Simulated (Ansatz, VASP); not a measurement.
**BeH4 in VASP and in Ansatz**

```
Be H
1.0
    -1.82889    1.82889    1.82889
     1.82889   -1.82889    1.82889
     1.82889    1.82889   -1.82889
Be H
1 4
Cartesian
  0.0000 0.0000 0.0000
  0.9148 0.9148 0.9148
  0.9141 0.9141 -0.9141
  0.9141 -0.9141 0.9141
  -0.9141 0.9141 0.9141
```

Alike in both runs: functional PBE; k mesh 6 × 6 × 6; occupations gaussian, width 0.1 eV; no spin polarisation.

Ansatz relaxed the structure, and its values are those at the end. VASP's run is a single point on that final structure, the one shown.

|  | VASP | Ansatz |
| --- | --- | --- |
| version | VASP 6.6.1 | Ansatz 0.2.0 |
| potentials or method | VASP PAW PBE potentials, release 64 (Be, H), cutoff 520 eV | scalar-relativistic, plane waves, PAW |
| valence electrons in the cell | 6 | 6 |

|  | VASP | Ansatz | Ansatz less VASP |
| --- | --- | --- | --- |
| gap on the k mesh at the Fermi level (eV) | none | none | - |
| pressure (GPa) | 0.0 | 0.1 | +0.17 |

A gap of «none» marks a metal or a gap that the smearing closes. With one functional, cell and mesh, what is left measures potentials, basis and numerics.

The k mesh is coarse, so the values compare programs but aren't converged.
